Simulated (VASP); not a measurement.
# Sr in VASP: a series of runs

Sr is run at these levels: r2SCAN; tasks: single point.

All numbers are computed with VASP 6.6.1; they aren't measurements. Logs are shortened: lines on timing, memory, paths and dates and some standing lists are left out, and cuts for length are marked.

### 1 The cell of the first run

The cell holds a wire with vacuum, 2 atoms: a = 9.000 Å, b = 9.300 Å, c = 7.496 Å, α = 90.00°, β = 90.00°, γ = 90.00°.

### 2 Single point, r2SCAN, collinear spin, ferromagnetic start

File POSCAR:

```
Sr
1.0
    9.0000000000      0.0000000000      0.0000000000
    0.0000000000      9.3000000000      0.0000000000
    0.0000000000      0.0000000000      7.4962481520
Sr
2
Direct
    0.5000000000      0.5000000000      0.0000000000
    0.5000000000      0.5000000000      0.4650000000
```

File INCAR.step1:

```
  PREC = Accurate
  ENCUT = 520
  ISMEAR = 0
  SIGMA = 0.05
  LREAL = F
  LASPH = T
  NELM = 150
  ISPIN = 2
  MAGMOM = 0.5 0.5
  NBANDS = 21
  GGA = PE
  ALGO = Normal
  EDIFF = 1E-4
  LWAVE = T
  LCHARG = F
```

File INCAR.step2:

```
  PREC = Accurate
  ENCUT = 520
  EDIFF = 1E-6
  ISMEAR = 0
  SIGMA = 0.05
  LREAL = F
  LASPH = T
  NELM = 150
  ALGO = Normal
  ISIF = 2
  LWAVE = F
  LCHARG = F
  ISPIN = 2
  MAGMOM = 0.5 0.5
  LORBIT = 11
  METAGGA = R2SCAN
  LMIXTAU = T
  NBANDS = 21
  ISTART = 1
```

File KPOINTS:

```
Automatic mesh
0
Gamma
  1 1 9
```

Potentials or basis: VASP PAW PBE potentials, release 64 (Sr_sv).

Command:

```sh
cat potpaw_PBE.64/Sr_sv/POTCAR > POTCAR
cp INCAR.step1 INCAR
mpirun -np 1 vasp_std > vasp.out
cp INCAR.step2 INCAR
mpirun -np 1 vasp_std > vasp.out
```

OUTCAR:

```text
PREC = Accurate
   ENCUT = 520
   EDIFF = 1E-6
   ISMEAR = 0
   LREAL = F
   LASPH = T
   NELM = 150
   ISIF = 2
   ISPIN = 2
   LORBIT = 11
   METAGGA = R2SCAN
   ISTART = 1

 ion  position               nearest neighbor table
   1  0.500  0.500  0.000-   2 3.49   2 4.01
   2  0.500  0.500  0.465-   1 3.49   1 4.01

  LATTYP: Found a simple orthorhombic cell.
 ALAT       =     7.4962481520
 B/A-ratio  =     1.2006005961
 C/A-ratio  =     1.2406206160

  Lattice vectors:

 A1 = (   0.0000000000,   0.0000000000,   7.4962481520)
 A2 = (   9.0000000000,   0.0000000000,   0.0000000000)
 A3 = (   0.0000000000,   9.3000000000,   0.0000000000)

Analysis of symmetry for initial positions (statically):
=====================================================================
 Subroutine PRICEL returns:
 Original cell was already a primitive cell.

 Routine SETGRP: Setting up the symmetry group for a
 simple orthorhombic supercell.

 Subroutine GETGRP returns: Found  8 space group operations
 (whereof  4 operations were pure point group operations)
 out of a pool of  8 trial point group operations.

The static configuration has the point symmetry C_2v.
 The point group associated with its full space group is D_2h.

Analysis of symmetry for dynamics (positions and initial velocities):
=====================================================================
 Subroutine PRICEL returns:
 Original cell was already a primitive cell.

 Routine SETGRP: Setting up the symmetry group for a
 simple orthorhombic supercell.

 Subroutine GETGRP returns: Found  8 space group operations
 (whereof  4 operations were pure point group operations)
 out of a pool of  8 trial point group operations.

The dynamic configuration has the point symmetry C_2v.
 The point group associated with its full space group is D_2h.

Analysis of structural, dynamic, and magnetic symmetry:
=====================================================================
 Subroutine PRICEL returns:
 Original cell was already a primitive cell.

 Routine SETGRP: Setting up the symmetry group for a
 simple orthorhombic supercell.

 Subroutine GETGRP returns: Found  8 space group operations
 (whereof  4 operations were pure point group operations)
 out of a pool of  8 trial point group operations.

The overall configuration has the point symmetry C_2v.
 The point group associated with its full space group is D_2h.

 Subroutine INISYM returns: Found  8 space group operations
 (whereof  4 operations are pure point group operations),
 and found     1 'primitive' translations

----------------------------------------------------------------------------------------

                                     Primitive cell

  volume of cell :     627.4360

  direct lattice vectors                    reciprocal lattice vectors
     9.000000000  0.000000000  0.000000000     0.111111111  0.000000000  0.000000000
     0.000000000  9.300000000  0.000000000     0.000000000  0.107526882  0.000000000
     0.000000000  0.000000000  7.496248152     0.000000000  0.000000000  0.133400066

  length of vectors
     9.000000000  9.300000000  7.496248152     0.111111111  0.107526882  0.133400066

  position of ions in fractional coordinates (direct lattice)
     0.500000000  0.500000000  0.000000000
     0.500000000  0.500000000  0.465000000

  ion indices of the primitive-cell ions
   primitive index   ion index
                 1           1
                 2           2

----------------------------------------------------------------------------------------

 KPOINTS: Automatic mesh

Automatic generation of k-mesh.
 Grid dimensions read from file:
 generate k-points for:    1    1    9

 Generating k-lattice:

  Cartesian coordinates                     Fractional coordinates (reciprocal lattice)
     0.111111111  0.000000000  0.000000000     1.000000000  0.000000000  0.000000000
     0.000000000  0.107526882  0.000000000     0.000000000  1.000000000  0.000000000
     0.000000000  0.000000000  0.014822230     0.000000000  0.000000000  0.111111111

  Length of vectors
     0.111111111  0.107526882  0.014822230

  Shift w.r.t. Gamma in fractional coordinates (k-lattice)
     0.000000000  0.000000000  0.000000000

 Subroutine IBZKPT returns following result:
 ===========================================

 Found      5 irreducible k-points:

 Following reciprocal coordinates:
            Coordinates               Weight
  0.000000  0.000000  0.000000      1.000000
  0.000000  0.000000  0.111111      2.000000
  0.000000  0.000000  0.222222      2.000000
  0.000000  0.000000  0.333333      2.000000
  0.000000  0.000000  0.444444      2.000000
   k-points           NKPTS =      5   k-points in BZ     NKDIM =      5   number of bands    NBANDS=     21
   number of dos      NEDOS =    301   number of ions     NIONS =      2
   total plane-waves  NPLWV = 274400
   dimension x,y,z NGX =    70 NGY =   70 NGZ =   56
   dimension x,y,z NGXF=   140 NGYF=  140 NGZF=  112
   ions per type =               2
   NGX,Y,Z   is equivalent  to a cutoff of  12.93, 12.51, 12.42 a.u.
   NGXF,Y,Z  is equivalent  to a cutoff of  25.86, 25.03, 24.84 a.u.
 SYSTEM =  unknown system
   PREC   = accura    normal or accurate (medium, high low for compatibility)
   ISTART =      1    job   : 0-new  1-cont  2-samecut
   ICHARG =      0    charge: 1-file 2-atom 10-const
   ISPIN  =      2    spin polarized calculation?
   LNONCOLLINEAR =      F non collinear calculations
   LSORBIT =      F    spin-orbit coupling
   LASPH  =      T    aspherical Exc in radial PAW
   ENCUT  =  520.0 eV  38.22 Ry    6.18 a.u.  16.73 17.29 13.94*2*pi/ulx,y,z
   NELM   =    150;   NELMIN=  2; NELMDL=  0     # of ELM steps
   EDIFF  = 0.1E-05   stopping-criterion for ELM
   LREAL  =      F    real-space projection
   EDIFFG = 0.1E-04   stopping-criterion for IOM
   NSW    =      0    number of steps for IOM
   IBRION =     -1    ionic relax: 0-MD 1-quasi-New 2-CG
   NFREE  =      0    steps in history (QN), initial steepest desc. (CG)
   ISIF   =      2    stress and relaxation
   ISYM   =      2    0-nonsym 1-usesym 2-fastsym
   POTIM  = 0.5000    time-step for ionic-motion
   TEBEG  =    0.0;   TEEND  =   0.0 temperature during run
   PSTRESS=    0.0 pullay stress
   NELECT =      20.0000    total number of electrons
   NUPDOWN=      -1.0000    fix difference up-down
   EMIN   =  10.00;   EMAX   =-10.00  energy-range for DOS
   EFERMI =   0.00;   METHOD = LEGACY
   ISMEAR =     0;   SIGMA  =   0.05  broadening in eV -4-tet -1-fermi 0-gaus
   EFERMI_NEDOS =   21; number of points for ismear=-14 and -15
   IALGO  =     38    algorithm
   IMIX   =      4    mixing-type and parameters
     AMIX     =   0.40;   BMIX     =  1.00
     AMIX_MAG =   1.60;   BMIX_MAG =  1.00
  volume/ion in A,a.u.               =     313.72      2117.07
  Fermi-wavevector in a.u.,A,eV,Ry     =   0.519073  0.980906  3.665909  0.269437
  Thomas-Fermi vector in A             =   1.536272
   LORBIT       =     11    0 simple, 1 ext, 2 COOP (PROOUT), +10 PAW based schemes
   METAGGA = R2SCAN    functional components
   LHFCALC =     F    Hartree Fock is set to
   AEXX    =    0.0000 exact exchange contribution
   IVDW    =     0    specifies the selected vdW correction
   LEPSILON=     F    determine dielectric tensor
   LRPA    =     F    only Hartree local field effects (RPA)
 spin polarized calculation
 Gauss-broadening in eV      SIGMA  =   0.05
  energy-cutoff  :      520.00
  volume of cell :      627.44
 maximum number of plane-waves:     16930
 NGX is ok and might be reduce to    70
   NGX = 33   NGY = 35   NGZ = 27

 number of electron      20.0000000 magnetization       1.1121194

 Free energy of the ion-electron system (eV)
  ---------------------------------------------------
  ext. energy  EPLUGINS =         0.00000000
  ---------------------------------------------------
  free energy    TOTEN  =       -26.80251747 eV

  energy without entropy =      -26.79032460  energy(sigma->0) =      -26.79642104

 E-fermi :  -1.4735     XC(G=0):  -2.7646

 val. band max:       -1.4804436545   @ k =   0.0000   0.0000   0.2222
 cond. band min:      -1.4722844970   @ k =   0.0000   0.0000   0.2222
 fundamental gap:      0.0081591575
 Fermi energy:        -1.4734543578

 spin component 1

 k-point     1 :       0.0000    0.0000    0.0000
  band No.  band energies     occupation
      1     -40.7169      1.00000
      2     -40.6795      1.00000
      3     -22.2314      1.00000
      4     -22.1275      1.00000
      5     -22.1232      1.00000
      6     -22.0731      1.00000
[... 13 lines left out ...]
     20       1.0494      0.00000
     21       2.0346      0.00000

 k-point     2 :       0.0000    0.0000    0.1111
  band No.  band energies     occupation
      1     -40.7163      1.00000
      2     -40.6801      1.00000
      3     -22.2226      1.00000
      4     -22.1265      1.00000
      5     -22.1222      1.00000
      6     -22.0741      1.00000
[... 13 lines left out ...]
     20       0.9604      0.00000
     21       1.0748      0.00000

 k-point     3 :       0.0000    0.0000    0.2222
  band No.  band energies     occupation
      1     -40.7147      1.00000
      2     -40.6817      1.00000
      3     -22.1983      1.00000
      4     -22.1238      1.00000
      5     -22.1195      1.00000
      6     -22.0769      1.00000
[... 13 lines left out ...]
     20       0.8254      0.00000
     21       1.1488      0.00000

 k-point     4 :       0.0000    0.0000    0.3333
  band No.  band energies     occupation
      1     -40.7127      1.00000
      2     -40.6837      1.00000
      3     -22.1656      1.00000
      4     -22.1203      1.00000
      5     -22.1160      1.00000
      6     -22.0805      1.00000
[... 13 lines left out ...]
     20       0.6513      0.00000
     21       1.2743      0.00000

 k-point     5 :       0.0000    0.0000    0.4444
  band No.  band energies     occupation
      1     -40.7112      1.00000
      2     -40.6852      1.00000
      3     -22.1394      1.00000
      4     -22.1176      1.00000
      5     -22.1132      1.00000
      6     -22.0832      1.00000
[... 13 lines left out ...]
     20       0.5039      0.00000
     21       1.3935      0.00000
 Fermi energy:        -1.4734543578

 spin component 2

 k-point     1 :       0.0000    0.0000    0.0000
  band No.  band energies     occupation
      1     -40.6125      1.00000
      2     -40.5779      1.00000
      3     -22.0240      1.00000
      4     -22.0173      1.00000
      5     -22.0118      1.00000
      6     -21.9783      1.00000
[... 13 lines left out ...]
     20       1.1290      0.00000
     21       1.1866      0.00000

 k-point     2 :       0.0000    0.0000    0.1111
  band No.  band energies     occupation
      1     -40.6119      1.00000
      2     -40.5784      1.00000
      3     -22.0231      1.00000
      4     -22.0108      1.00000
      5     -22.0088      1.00000
      6     -21.9792      1.00000
[... 13 lines left out ...]
     20       1.0825      0.00000
     21       1.2151      0.00000

 k-point     3 :       0.0000    0.0000    0.2222
  band No.  band energies     occupation
      1     -40.6104      1.00000
      2     -40.5800      1.00000
      3     -22.0206      1.00000
      4     -22.0083      1.00000
      5     -21.9853      1.00000
      6     -21.9818      1.00000
[... 13 lines left out ...]
     20       0.9564      0.00000
     21       1.3011      0.00000

 k-point     4 :       0.0000    0.0000    0.3333
  band No.  band energies     occupation
      1     -40.6085      1.00000
      2     -40.5819      1.00000
      3     -22.0172      1.00000
      4     -22.0050      1.00000
      5     -21.9852      1.00000
      6     -21.9732      1.00000
[... 13 lines left out ...]
     20       0.7828      0.00000
     21       1.4453      0.00000

 k-point     5 :       0.0000    0.0000    0.4444
  band No.  band energies     occupation
      1     -40.6071      1.00000
      2     -40.5834      1.00000
      3     -22.0146      1.00000
      4     -22.0024      1.00000
      5     -21.9878      1.00000
      6     -21.9759      1.00000
[... 13 lines left out ...]
     20       0.6072      0.00000
     21       1.5813      0.00000

------------------------ aborting loop because EDIFF is reached ----------------------------------------

  FORCE on cell =-STRESS in cart. coord.  units (eV):
  Direction    XX          YY          ZZ          XY          YZ          ZX
  --------------------------------------------------------------------------------------
  -------------------------------------------------------------------------------------
  Total       -0.5244868     -0.4076929      3.3717625      0.0000000      0.0000000      0.0000000
  in kB       -1.3392935     -1.0410564      8.6099008      0.0000000      0.0000000      0.0000000
  external PRESSURE =       2.0765169 kB  Pullay stress =       0.0000000 kB

 VOLUME and BASIS-vectors are now :
 -----------------------------------------------------------------------------
  energy-cutoff  :      520.00
  volume of cell :      627.44
      direct lattice vectors                 reciprocal lattice vectors
     9.000000000  0.000000000  0.000000000     0.111111111  0.000000000  0.000000000
     0.000000000  9.300000000  0.000000000     0.000000000  0.107526882  0.000000000
     0.000000000  0.000000000  7.496248152     0.000000000  0.000000000  0.133400066

 POSITION                                       TOTAL-FORCE (eV/Angst)
 -----------------------------------------------------------------------------------
      4.50000      4.65000      0.00000         0.000000      0.000000     -0.453830
      4.50000      4.65000      3.48576         0.000000      0.000000      0.453830
 -----------------------------------------------------------------------------------
    total drift:                                0.000000      0.000000      0.000000

  FREE ENERGIE OF THE ION-ELECTRON SYSTEM (eV)
  ---------------------------------------------------
  free  energy   TOTEN  =       -26.8025174709 eV

  energy  without entropy=      -26.7903246036  energy(sigma->0) =      -26.79642104

 total charge

# of ion       s       p       d       tot
------------------------------------------
    1        2.080   5.772   0.132   7.984
    2        2.080   5.772   0.132   7.984
--------------------------------------------------
tot          4.159  11.545   0.264  15.968

 magnetization (x)

# of ion       s       p       d       tot
------------------------------------------
    1        0.007   0.017   0.118   0.143
    2        0.007   0.017   0.118   0.143
--------------------------------------------------
tot          0.015   0.035   0.236   0.286
```

Wall time 14 min (1 thread of Intel Xeon 6975P-C (Granite Rapids), shared host); peak memory 1.1 GiB.

Results:

```yaml
Free_energy: -26.8025 eV
Largest_force: 0.454 eV/Å
Net_moment: 1.11 μB per cell
Site_moments: Sr +0.14 μB
Valence_electrons_inside_the_program's_atomic_spheres: Sr 7.98
```

Forces on the atoms (eV/Å):
```
Sr   0.000  0.000 -0.454
Sr   0.000  0.000  0.454
```

Caveat: the PAW data sets were made with another functional, which shifts forces and pressure a little.

(Part 1 of 2 ends here.)
